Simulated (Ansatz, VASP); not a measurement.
**Two plane-wave programs on InP**

```
In P
1.0
     0.00000    5.86100    5.86100
     5.86100    0.00000    5.86100
     5.86100    5.86100    0.00000
In P
8 8
Direct
  0.00000 0.00000 0.00000
  0.00000 0.00000 0.50000
  0.00000 0.50000 0.00000
  0.00000 0.50000 0.50000
  0.50000 0.00000 0.00000
  0.50000 0.00000 0.50000
  0.50000 0.50000 0.00000
  0.50000 0.50000 0.50000
  0.12500 0.12500 0.12500
  0.12500 0.12500 0.62500
  0.12500 0.62500 0.12500
  0.12500 0.62500 0.62500
  0.62500 0.12500 0.12500
  0.62500 0.12500 0.62500
  0.62500 0.62500 0.12500
  0.62500 0.62500 0.62500
```

Alike in both runs: task single point; functional PBE; k mesh 2 × 2 × 2; occupations gaussian, width 0.02 eV; no spin polarisation.

```csv
,VASP,Ansatz
version,VASP 6.6.1,Ansatz 0.2.0
potentials or method,"VASP PAW PBE potentials, release 64 (In_d, P), cutoff 500 eV","plane waves, PAW"
valence electrons in the cell,144,144
```

|  | VASP | Ansatz | Ansatz less VASP |
| --- | --- | --- | --- |
| gap on the k mesh at the Fermi level (eV) | 0.70 | 0.70 | +0.003 |

The functional is the same, so the differences come from potentials, cutoffs and numerics.

The k mesh is coarse, so the values compare programs but aren't converged.
